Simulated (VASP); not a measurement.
Input of a VASP 6.6.1 run:

File INCAR:

```
SYSTEM = Se
ALGO = Normal
EDIFF = 1E-8
ENCUT = 520
GGA = PE
ISIF = 2
ISMEAR = -1
LASPH = .True.
LCHARG = .False.
LEFG = .True.
LREAL = .False.
LWAVE = .False.
NBANDS = 16
NELM = 80
PREC = Accurate
SIGMA = 0.03
```

The input KPOINTS:

```
k-points
0
Gamma
  6 6 5
  0 0 0
```

Contents of POSCAR:

```
Se
1.0
    4.3661999489     -0.0654929992     -0.0654929992
   -2.2398185756      3.8139865734     -0.0239721015
   -0.0743040000     -0.0743040000      4.9536000000
Se
3
Direct
    0.2254000000      0.0000000000      0.3333333333
    0.0000000000      0.2254000000      0.6666666667
    0.7746000000      0.7746000000      0.0000000000
```

Potentials or basis: VASP PAW PBE potentials, release 64 (Se).

Command:

```sh
$ cat potpaw_PBE.64/Se/POTCAR > POTCAR
$ mpirun -np 1 vasp_std > vasp.out
```

Predict the band gap on the k mesh.

1.09 eV, indirect (least direct gap 1.43 eV).

Estimate the pressure.

3.2 GPa.

Estimate the largest force.

0.917 eV/Å.

Electric field gradients, principal values (V/Å²):
```
atom    least   middle  greatest (by size)
1 Se  154.331  330.785            -485.116
2 Se  179.912  343.499            -523.411
3 Se  158.032  333.858            -491.889
```

Caveat: the cell differs from its parent crystal (equal xy, yz and zx shear strains of -3 %); without QUAD_EFG the Cq values of the log hold for a quadrupole moment of 1 mb, not for the nuclei. A k mesh can miss the band edges.
